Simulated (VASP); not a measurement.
# CsLiCr2Te2S3 (R32) in VASP: single point with revPBE

Aim: the single point of CsLiCr2Te2S3 with revPBE.

Everything below comes from runs of VASP 6.6.1. Logs are shortened: lines on timing, memory, paths and dates and some standing lists are left out, and cuts for length are marked.

### Step 1. The cell of the first run

Symmetry: R32, No. 155, trigonal system. Conventional cell: a = 6.683 Å, b = 6.683 Å, c = 22.975 Å, α = 90.00°, β = 90.00°, γ = 120.00°. Cs (site symmetry 32) has 6 Te at 3.91 Å and 6 S at 4.38 Å and 8 Cr at 4.57 to 4.95 Å within 5.1 Å. Li (site symmetry 32) has 3 S at 2.43 Å within 3.2 Å. Within 3.0 Å of Cr (site symmetry 3) lie 3 S at 2.26 Å and 1 Te at 2.46 Å. Te (site symmetry 3) has 1 Cr at 2.46 Å within 3.3 Å. S (site symmetry 2) has 2 Cr at 2.26 Å and 1 Li at 2.43 Å within 3.0 Å.

### Step 2. Single point, revPBE, collinear spin, ferromagnetic start

File INCAR:

```
ALGO     = Normal         # electronic algorithm
EDIFF    = 1E-6           # SCF threshold, eV
ENCUT    = 520            # plane-wave cutoff, eV
GGA      = RE             # functional
ISIF     = 2              # what is computed and relaxed
ISMEAR   = -1             # smearing method
ISPIN    = 2              # spin polarisation
LASPH    = True           # aspherical terms in the spheres
LCHARG   = True           # write CHGCAR
LELF     = True           # ELF
LMAXMIX  = 4              # l up to which the mixer works
LORBIT   = 11             # projections on sites
LREAL    = False          # projectors in reciprocal space
LVHAR    = True         
LWAVE    = False          # write WAVECAR
MAGMOM   = 0 0 3 3 0 0 0 0 0 # initial moments
NBANDS   = 47             # bands
NELM     = 150            # most SCF steps
PREC     = Accurate       # precision mode
SIGMA    = 0.05           # smearing width, eV
```

File KPOINTS:

```
k-points
0
Gamma
  4 4 4
```

File POSCAR:

```
CsLiCr2Te2S3
1.0
    3.3414468948      1.9291834089      7.6582830597
   -3.3414468948      1.9291834089      7.6582830597
    0.0000000000     -3.8583723836      7.6582816576
Cs Li Cr Te S
1 1 2 2 3
Direct
    0.0000000000      0.0000000000      0.0000000000
    0.5000000000      0.5000000000      0.5000000000
    0.8012925300      0.8012925300      0.8012925300
    0.1987074700      0.1987074700      0.1987074700
    0.6940807170      0.6940807170      0.6940807170
    0.3059192830      0.3059192830      0.3059192830
    0.1357108938      0.8642891062      0.5000000000
    0.5000000000      0.1357108938      0.8642891062
    0.8642891062      0.5000000000      0.1357108938
```

Potentials or basis: VASP PAW PBE potentials, release 64 (Cs_sv, Li_sv, Cr_pv, Te, S).

Command:

```
$ cat potpaw_PBE.64/Cs_sv/POTCAR potpaw_PBE.64/Li_sv/POTCAR potpaw_PBE.64/Cr_pv/POTCAR potpaw_PBE.64/Te/POTCAR potpaw_PBE.64/S/POTCAR > POTCAR
$ mpirun -np 1 vasp_std > vasp.out
```

OUTCAR:

```text
EDIFF = 1E-6
   ENCUT = 520
   GGA = RE
   ISIF = 2
   ISMEAR = -1
   ISPIN = 2
   LASPH = True
   LORBIT = 11
   LREAL = False
   NELM = 150
   PREC = Accurate

 ion  position               nearest neighbor table
   1  0.000  0.000  0.000-
   2  0.500  0.500  0.500-   8 2.43   9 2.43   7 2.43
   3  0.801  0.801  0.801-   9 2.26   7 2.26   8 2.26   5 2.46
   4  0.199  0.199  0.199-   8 2.26   7 2.26   9 2.26   6 2.46
   5  0.694  0.694  0.694-   3 2.46
   6  0.306  0.306  0.306-   4 2.46
   7  0.136  0.864  0.500-   3 2.26   4 2.26   2 2.43
   8  0.500  0.136  0.864-   4 2.26   3 2.26   2 2.43
   9  0.864  0.500  0.136-   3 2.26   4 2.26   2 2.43

  LATTYP: Found a trigonal (rhomboedric) cell.
 ALAT       =     8.5753317952
 COS(alpha) =     0.6963332392

  Lattice vectors:

 A1 = (   3.3414468948,   1.9291834089,   7.6582830597)
 A2 = (  -3.3414468948,   1.9291834089,   7.6582830597)
 A3 = (   0.0000000000,  -3.8583723836,   7.6582816576)

Analysis of symmetry for initial positions (statically):
=====================================================================
 Subroutine PRICEL returns:
 Original cell was already a primitive cell.

 Routine SETGRP: Setting up the symmetry group for a
 trigonal (rhombohedral) supercell.

 Subroutine GETGRP returns: Found  6 space group operations
 (whereof  6 operations were pure point group operations)
 out of a pool of 12 trial point group operations.

The static configuration has the point symmetry D_3 .

Analysis of symmetry for dynamics (positions and initial velocities):
=====================================================================
 Subroutine PRICEL returns:
 Original cell was already a primitive cell.

 Routine SETGRP: Setting up the symmetry group for a
 trigonal (rhombohedral) supercell.

 Subroutine GETGRP returns: Found  6 space group operations
 (whereof  6 operations were pure point group operations)
 out of a pool of 12 trial point group operations.

The dynamic configuration has the point symmetry D_3 .

Analysis of structural, dynamic, and magnetic symmetry:
=====================================================================
 Subroutine PRICEL returns:
 Original cell was already a primitive cell.

 Routine SETGRP: Setting up the symmetry group for a
 trigonal (rhombohedral) supercell.

 Subroutine GETGRP returns: Found  6 space group operations
 (whereof  6 operations were pure point group operations)
 out of a pool of 12 trial point group operations.

The overall configuration has the point symmetry D_3 .

 Subroutine INISYM returns: Found  6 space group operations
 (whereof  6 operations are pure point group operations),
 and found     1 'primitive' translations

----------------------------------------------------------------------------------------

                                     Primitive cell

  volume of cell :     296.2041

  direct lattice vectors                    reciprocal lattice vectors
     3.341446895  1.929183409  7.658283060     0.149635776  0.086392245  0.043525881
    -3.341446895  1.929183409  7.658283060    -0.149635776  0.086392245  0.043525881
     0.000000000 -3.858372384  7.658281658     0.000000000 -0.172784522  0.043525818

  length of vectors
     8.575331795  8.575331795  8.575331795     0.178182457  0.178182457  0.178182457

  position of ions in fractional coordinates (direct lattice)
     0.000000000  0.000000000  0.000000000
     0.500000000  0.500000000  0.500000000
     0.801292530  0.801292530  0.801292530
     0.198707470  0.198707470  0.198707470
     0.694080717  0.694080717  0.694080717
     0.305919283  0.305919283  0.305919283
     0.135710894  0.864289106  0.500000000
     0.500000000  0.135710894  0.864289106
     0.864289106  0.500000000  0.135710894

  ion indices of the primitive-cell ions
[... 50 lines left out ...]
 -0.250000  0.500000  0.250000      6.000000
  0.500000  0.500000  0.500000      1.000000
   k-points           NKPTS =     13   k-points in BZ     NKDIM =     13   number of bands    NBANDS=     47
   number of dos      NEDOS =    301   number of ions     NIONS =      9
   total plane-waves  NPLWV = 262144
   dimension x,y,z NGX =    64 NGY =   64 NGZ =   64
   dimension x,y,z NGXF=   128 NGYF=  128 NGZF=  128
   ions per type =               1   1   2   2   3
   NGX,Y,Z   is equivalent  to a cutoff of  12.41, 12.41, 12.41 a.u.
   NGXF,Y,Z  is equivalent  to a cutoff of  24.81, 24.81, 24.81 a.u.
 SYSTEM =  unknown system
   PREC   = accura    normal or accurate (medium, high low for compatibility)
   ISTART =      0    job   : 0-new  1-cont  2-samecut
   ICHARG =      2    charge: 1-file 2-atom 10-const
   ISPIN  =      2    spin polarized calculation?
   LNONCOLLINEAR =      F non collinear calculations
   LSORBIT =      F    spin-orbit coupling
   LASPH  =      T    aspherical Exc in radial PAW
   ENCUT  =  520.0 eV  38.22 Ry    6.18 a.u.  15.94 15.94 15.94*2*pi/ulx,y,z
   NELM   =    150;   NELMIN=  2; NELMDL= -5     # of ELM steps
   EDIFF  = 0.1E-05   stopping-criterion for ELM
   LREAL  =      F    real-space projection
   EDIFFG = 0.1E-04   stopping-criterion for IOM
   NSW    =      0    number of steps for IOM
   IBRION =     -1    ionic relax: 0-MD 1-quasi-New 2-CG
   NFREE  =      0    steps in history (QN), initial steepest desc. (CG)
   ISIF   =      2    stress and relaxation
   ISYM   =      2    0-nonsym 1-usesym 2-fastsym
   POTIM  = 0.5000    time-step for ionic-motion
   TEBEG  =    0.0;   TEEND  =   0.0 temperature during run
   PSTRESS=    0.0 pullay stress
   NELECT =      66.0000    total number of electrons
   NUPDOWN=      -1.0000    fix difference up-down
   EMIN   =  10.00;   EMAX   =-10.00  energy-range for DOS
   EFERMI =   0.00;   METHOD = LEGACY
   ISMEAR =    -1;   SIGMA  =   0.05  broadening in eV -4-tet -1-fermi 0-gaus
   EFERMI_NEDOS =   21; number of points for ismear=-14 and -15
   IALGO  =     38    algorithm
   IMIX   =      4    mixing-type and parameters
     AMIX     =   0.40;   BMIX     =  1.00
     AMIX_MAG =   1.60;   BMIX_MAG =  1.00
  volume/ion in A,a.u.               =      32.91       222.10
  Fermi-wavevector in a.u.,A,eV,Ry     =   0.992489  1.875533 13.402211  0.985035
  Thomas-Fermi vector in A             =   2.124305
   LORBIT       =     11    0 simple, 1 ext, 2 COOP (PROOUT), +10 PAW based schemes
   GGA     = RE    functional components
   LHFCALC =     F    Hartree Fock is set to
   AEXX    =    0.0000 exact exchange contribution
   IVDW    =     0    specifies the selected vdW correction
   LEPSILON=     F    determine dielectric tensor
   LRPA    =     F    only Hartree local field effects (RPA)
 spin polarized calculation
  energy-cutoff  :      520.00
  volume of cell :      296.20
 maximum number of plane-waves:      8003
   NGX = 31   NGY = 31   NGZ = 31

 number of electron      66.0000002 magnetization       4.0005676

 Free energy of the ion-electron system (eV)
  ---------------------------------------------------
  ext. energy  EPLUGINS =         0.00000000
  ---------------------------------------------------
  free energy    TOTEN  =       -43.50488289 eV

  energy without entropy =      -43.49082843  energy(sigma->0) =      -43.49785566

 E-fermi :   2.1004     XC(G=0):  -7.5837

 val. band max:        2.0820567130   @ k =   0.2500   0.2500   0.2500
 cond. band min:       2.1063871623   @ k =   0.0000   0.0000   0.0000
 fundamental gap:      0.0243304494
 Fermi energy:         2.1004241951

 spin component 1

 k-point     1 :       0.0000    0.0000    0.0000
  band No.  band energies     occupation
      1     -44.1757      1.00000
      2     -42.2881      1.00000
      3     -42.2881      1.00000
      4     -42.2859      1.00000
      5     -42.2859      1.00000
      6     -42.2004      1.00000
[... 613 lines left out ...]
     44       7.0106      0.00000
     45       7.1995      0.00000
 Fermi energy:         2.1004241951

 spin component 2

 k-point     1 :       0.0000    0.0000    0.0000
  band No.  band energies     occupation
      1     -44.1689      1.00000
      2     -40.0104      1.00000
      3     -40.0097      1.00000
      4     -39.7480      1.00000
      5     -39.7480      1.00000
      6     -39.7450      1.00000
[... 613 lines left out ...]
     44       7.0966      0.00000
     45       7.1373      0.00000
 [bands above 45 left out]

------------------------ aborting loop because EDIFF is reached ----------------------------------------

  FORCE on cell =-STRESS in cart. coord.  units (eV):
  Direction    XX          YY          ZZ          XY          YZ          ZX
  --------------------------------------------------------------------------------------
  -------------------------------------------------------------------------------------
  Total       -0.0248381     -0.0248381     -0.0874162      0.0000000      0.0000000      0.0000000
  in kB       -0.1343501     -0.1343501     -0.4728369      0.0000000      0.0000001      0.0000000
  external PRESSURE =      -0.2471790 kB  Pullay stress =       0.0000000 kB

 VOLUME and BASIS-vectors are now :
 -----------------------------------------------------------------------------
  energy-cutoff  :      520.00
  volume of cell :      296.20
      direct lattice vectors                 reciprocal lattice vectors
     3.341446895  1.929183409  7.658283060     0.149635776  0.086392245  0.043525881
    -3.341446895  1.929183409  7.658283060    -0.149635776  0.086392245  0.043525881
     0.000000000 -3.858372384  7.658281658     0.000000000 -0.172784522  0.043525818

 POSITION                                       TOTAL-FORCE (eV/Angst)
 -----------------------------------------------------------------------------------
      0.00000      0.00000      0.00000         0.000000      0.000000     -0.000000
      0.00000     -0.00000     11.48742         0.000000     -0.000000     -0.000000
      0.00000     -0.00000     18.40957         0.000000      0.000000     -0.002607
      0.00000     -0.00000      4.56527         0.000000     -0.000000      0.002607
      0.00000     -0.00000     15.94640         0.000000     -0.000000      0.006676
      0.00000     -0.00000      7.02845         0.000000      0.000000     -0.006676
     -2.43451     -0.00000     11.48742         0.002880     -0.000000     -0.000000
      1.21725     -2.10835     11.48742        -0.001440      0.002494      0.000000
      1.21725      2.10834     11.48742        -0.001440     -0.002494     -0.000000
 -----------------------------------------------------------------------------------
    total drift:                               -0.000000      0.000000     -0.000000

  FREE ENERGIE OF THE ION-ELECTRON SYSTEM (eV)
  ---------------------------------------------------
  free  energy   TOTEN  =       -43.5048828903 eV

  energy  without entropy=      -43.4908284251  energy(sigma->0) =      -43.49785566

 total charge

# of ion       s       p       d       tot
------------------------------------------
    1        1.836   4.722   0.028   6.585
    2        2.013   0.038   0.000   2.051
    3        0.344   6.276   4.119  10.739
    4        0.344   6.276   4.119  10.739
    5        1.380   2.001   0.017   3.398
    6        1.380   2.001   0.017   3.398
    7        1.330   2.422   0.000   3.752
    8        1.330   2.422   0.000   3.752
    9        1.330   2.422   0.000   3.752
--------------------------------------------------
tot         11.288  28.578   8.300  48.166

 magnetization (x)

# of ion       s       p       d       tot
------------------------------------------
    1       -0.000  -0.006  -0.001  -0.008
    2        0.001   0.001   0.000   0.003
    3        0.031   0.027   2.317   2.375
    4        0.031   0.027   2.317   2.375
    5       -0.006  -0.238   0.003  -0.241
    6       -0.006  -0.238   0.003  -0.241
    7       -0.005  -0.092   0.000  -0.097
    8       -0.005  -0.092   0.000  -0.097
    9       -0.005  -0.092   0.000  -0.097
--------------------------------------------------
tot          0.036  -0.702   4.638   3.972
```

Run time: 28 min. Hardware: 1 thread of Intel Xeon 8259CL, shared host; peak memory 0.99 GiB.

What came out:

```yaml
Free_energy: -43.5049 eV
Largest_force: 0.007 eV/Å
Band_gap_on_the_k_mesh: zero (filled and empty bands overlap)
Net_moment: 4.00 μB per cell
Site_moments: Cs -0.01; Li +0.00; Cr +2.38; Te -0.24; S -0.10 μB
Valence_electrons_inside_the_program's_atomic_spheres: Cs 6.58; Li 2.05; Cr 10.74; Te 3.40; S 3.75
```

Forces on the atoms (eV/Å):
```
Cs   0.000  0.000  0.000
Li   0.000  0.000  0.000
Cr   0.000  0.000 -0.003
Cr   0.000  0.000  0.003
Te   0.000  0.000  0.007
Te   0.000  0.000 -0.007
S    0.003  0.000  0.000
S   -0.001  0.002  0.000
S   -0.001 -0.002  0.000
```

Levels at points of the mesh, in eV from the Fermi level:
Spin up:
```
           k point  band 31  band 32  band 33  band 34  band 35  band 36  band 37  band 38  band 39  band 40
(0.00, 0.00, 0.00)    -1.42    -0.46    -0.46    -0.11    -0.11     0.01     0.32     0.32     1.58     1.78
(0.50, 0.00, 0.00)    -1.12    -0.96    -0.47    -0.24    -0.20     0.49     0.73     0.76     0.81     1.00
(0.50, 0.50, 0.00)    -0.81    -0.72    -0.63    -0.27    -0.12     0.18     0.45     0.56     1.04     1.23
(0.50, 0.50, 0.50)    -1.30    -1.03    -1.03    -0.27    -0.16    -0.16     0.78     0.78     1.34     1.62
```
Spin down:
```
           k point  band 29  band 30  band 31  band 32  band 33  band 34
(0.00, 0.00, 0.00)    -1.84    -0.31    -0.31     0.87     0.87     1.18
(0.50, 0.00, 0.00)    -1.27    -0.89    -0.77     0.96     1.20     1.41
(0.50, 0.50, 0.00)    -1.34    -0.62    -0.35     1.02     1.07     1.22
(0.50, 0.50, 0.50)    -1.44    -0.77    -0.77     0.87     0.87     1.04
```

Caveat: the cutoff is under 1.25 times the usual one of these potentials, so pressure, stress and relaxed cells hold a basis-set (Pulay) error; the PAW data sets were made with another functional, which shifts forces and pressure a little; spin-orbit coupling is left out, which moves the levels of the heavy elements; the run started ferromagnetic, and an antiferromagnetic order may lie lower in energy. With open d or f shells a metallic result of revPBE can be an artefact of self-interaction; +U or a hybrid may open a gap.

The gap in the log of VASP goes by the Fermi energy; the results here count the filled bands.